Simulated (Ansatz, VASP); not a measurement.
Two plane-wave programs on O

```xyz
2
Lattice="2.7194 -1.7259 0.0000 2.7194 1.7259 0.0000 -1.9780 0.0000 3.7728" Properties=species:S:1:pos:R:3 pbc="T T T"
O     0.0454    0.0000    0.5772
O     3.4153    0.0000    3.1956
```

Change from the starting cell: volume scaled by 1.02, PAW files.

Alike in both runs: task electric field gradients; functional PBE; k mesh 11 × 11 × 8; occupations fermi-dirac, width 0.01 eV; no spin polarisation.

```csv
,VASP,Ansatz
version,VASP 6.6.1,Ansatz 0.2.0
potentials or method,"VASP PAW PBE potentials, release 64 (O)","PAW with Ansatz's default frozen-core files, scalar-relativistic"
plane-wave cutoff (eV),520,420
valence electrons in the cell,12,12
```

|  | VASP | Ansatz | Ansatz less VASP |
| --- | --- | --- | --- |
| pressure (GPa) | 9.3 | 5.9 | -3.35 |
| traceless stress, the component that is largest in VASP (GPa) | 27.14 | 19.98 | -7.161 |
| rms of the force components (eV/Å) | 4.070 | 2.861 | -1.2094 |
| size of Vzz on the site where it differs most (V/Å²) | 116.8 | 116.1 | -0.68 |

Atom by atom the forces differ by 1.210 eV/Å (rms over components).

Noted on VASP's run: the standard files for N, O and F lose accuracy on very short bonds; spin is off for a triplet molecule.
